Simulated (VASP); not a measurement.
Input of a VASP 6.6.1 run:

File INCAR:

```
PREC = Accurate ; ENCUT = 520
EDIFF = 1E-7 ; ISMEAR = -1
SIGMA = 0.05 ; LREAL = False
LASPH = True ; NELM = 80
ALGO = Normal ; ISIF = 2
LWAVE = False ; LCHARG = True
GGA = PE ; LELF = True
LVHAR = True ; NBANDS = 8
```

The input KPOINTS:

```
Automatic mesh
0
Gamma
  10 10 10
```

File POSCAR:

```
Sb
1.0
    0.0000000000      2.3869465721      2.3869465721
    2.3869465721      0.0000000000      2.3869465721
    2.3869465721      2.3869465721      0.0000000000
Sb
1
Direct
    0.0000000000      0.0000000000      0.0000000000
```

Potentials or basis: VASP PAW PBE potentials, release 64 (Sb).

Launch:

```console
$ cat potpaw_PBE.64/Sb/POTCAR > POTCAR
$ mpirun -np 1 vasp_std > vasp.out
```

(1) What does it give for the pressure?

Answers

(1) 0.5 GPa.
